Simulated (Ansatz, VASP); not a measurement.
**One calculation of Zn, two programs**

File POSCAR:

```
Zn
1.0
    2.6700000000      0.0000000000      0.0000000000
   -1.3350000000      2.3122878281      0.0000000000
    0.0000000000      0.0000000000      4.9660000000
Zn
2
Direct
    0.6666666667      0.3333333333      0.7500000000
    0.3333333333      0.6666666667      0.2500000000
```

INCAR.step1

```
PREC = Accurate
ENCUT = 520
EDIFF = 1E-5
ISMEAR = -1
SIGMA = 0.05
LREAL = False
LASPH = True
NELM = 100
ALGO = Normal
ISIF = 2
LWAVE = True
LCHARG = False
GGA = PE
NBANDS = 19
```

File INCAR.step2:

```
PREC = Accurate
ENCUT = 520
EDIFF = 1E-7
ISMEAR = -1
SIGMA = 0.05
LREAL = False
LASPH = True
NELM = 100
ALGO = Normal
ISIF = 2
LWAVE = False
LCHARG = False
GGA = PS
LHFCALC = True
AEXX = 0.25
HFSCREEN = 0.207
PRECFOCK = Normal
ISTART = 1
NBANDS = 19
```

Contents of KPOINTS:

```
Automatic mesh
0
Gamma
  6 6 3
```

input

```
crystal:
  lattice:
    - [2.67, 0.0, 0.0]
    - [-1.335, 2.3122878281, 0.0]
    - [0.0, 0.0, 4.966]
  atoms:
    - { symbol: Zn, position: [0.6666666667, 0.3333333333, 0.75] }
    - { symbol: Zn, position: [0.3333333333, 0.6666666667, 0.25] }
hamiltonian:
  xc:
    exchange: hjs_pbesol
    correlation: pbesol
    exx: { coeff: 0.25, omega: 0.207 }
  pseudopotentials: { kind: paw }
kpoints:
  mp_grid: { grid: [6, 6, 3] }
  band_path:
    path:
      - [[0.0, 0.0, 0.0], [0.5, 0.0, 0.0], [0.3333333333, 0.3333333333, 0.0], [0.0, 0.0, 0.0], [0.0, 0.0, 0.5], [0.5, 0.0, 0.5], [0.3333333333, 0.3333333333, 0.5], [0.0, 0.0, 0.5]]
      - [[0.5, 0.0, 0.5], [0.5, 0.0, 0.0]]
      - [[0.3333333333, 0.3333333333, 0.0], [0.3333333333, 0.3333333333, 0.5]]
    npoints: 4
scf:
  occupations: { method: fermi_dirac, width: 0.05 }
  n_extra_bands: 6
output:
  forces: true
  stress: true
  eigenvalues: true
  fatbands: false
  write_density: true
  write_potential: true
  elf: true
  volumetric_format: npy
```

Alike in both runs: functional PBEsol-based screened hybrid; k mesh 6 × 6 × 3; occupations fermi-dirac, width 0.05 eV; no spin polarisation.

|  | VASP | Ansatz |
| --- | --- | --- |
| version | VASP 6.6.1 | Ansatz 0.2.0 |
| potentials or method | VASP PAW PBE potentials, release 64 (Zn) | Ansatz PAW |
| plane-wave cutoff (eV) | 520 | 420 |
| valence electrons in the cell | 24 | 24 |
| task | single point | band structure |

VASP gave:

```
gap on the k mesh at the Fermi level (eV)                     : none
pressure (GPa)                                                : -3.8
traceless stress, the component that is largest in VASP (GPa) : 5.51
```

Task: Estimate Ansatz's values.

Result: gap on the k mesh at the Fermi level (eV): none; pressure (GPa): -3.9; traceless stress, the component that is largest in VASP (GPa): 5.56.

VASP's potentials were made for PBE, not for PBEsol-based screened hybrid. A gap of «none» marks a metal or a gap that the smearing closes.

The k mesh is coarse, so the values compare programs but aren't converged.
